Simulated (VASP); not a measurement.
Here is a VASP 6.6.1 calculation.

INCAR

```
SYSTEM = SiC
ALGO = Normal ; EDIFF = 1E-6
ENCUT = 520 ; GGA = PS
ISIF = 2 ; ISMEAR = 0
LASPH = .TRUE. ; LCHARG = .FALSE.
LREAL = .FALSE. ; LWAVE = .FALSE.
NBANDS = 11 ; NELM = 80
PREC = Accurate ; SIGMA = 0.05
```

The input KPOINTS:

```
k-points
0
G
  10 10 10
  0 0 0
```

The input POSCAR:

```
SiC
1.0
    0.0000000000      2.1783895848      2.1783895848
    2.1783895848      0.0000000000      2.1783895848
    2.1783895848      2.1783895848      0.0000000000
Si C
1 1
Direct
    0.0058896629     -0.0058896629      0.0058896629
    0.7362283587      0.7637716413      0.7362283587
```

Potentials or basis: VASP PAW PBE potentials, release 64 (Si, C).

Run with:

```bash
$ cat potpaw_PBE.64/Si/POTCAR potpaw_PBE.64/C/POTCAR > POTCAR
$ mpirun -np 1 vasp_std > vasp.out
```

(1) What does it give for the largest force?

(2) Estimate the band gap on the k mesh.

(3) Estimate the pressure.

Results:

(1) 1.630 eV/Å.

(2) 0.83 eV, indirect (least direct gap 4.24 eV).

(3) 1.2 GPa.

Caveat: the PAW data sets were made with another functional, which shifts forces and pressure a little.
